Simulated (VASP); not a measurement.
Here is a VASP 6.6.1 calculation.

Contents of INCAR:

```
  PREC = Accurate
  ENCUT = 520
  EDIFF = 1E-6
  ISMEAR = 0
  SIGMA = 0.15
  LREAL = False
  LASPH = True
  NELM = 80
  ALGO = Normal
  ISIF = 2
  LWAVE = False
  LCHARG = False
  GGA = PS
  NBANDS = 16
```

KPOINTS

```
Automatic mesh
0
Gamma
  14 14 14
```

Contents of POSCAR:

```
HgTe
1.0
    0.0000000000      2.9656200000      3.4813800000
    2.9656200000      0.0000000000      3.4813800000
    2.9656200000      2.9656200000      0.0000000000
Hg Te
1 1
Direct
    0.0000000000      0.0000000000      0.0000000000
    0.7500000000      0.7500000000      0.7500000000
```

Potentials or basis: VASP PAW PBE potentials, release 64 (Hg, Te).

Command:

```console
$ cat potpaw_PBE.64/Hg/POTCAR potpaw_PBE.64/Te/POTCAR > POTCAR
$ mpirun -np 1 vasp_std > vasp.out
```

(1) Predict the band gap on the k mesh.

(2) Estimate the pressure.

Results:

(1) zero (filled and empty bands touch).

(2) 6.3 GPa.

Caveat: the cell differs from its parent crystal (strain -0.080 along x and y, +0.080 along z); the PAW data sets were made with another functional, which shifts forces and pressure a little; spin-orbit coupling is left out, which moves the levels of the heavy elements.
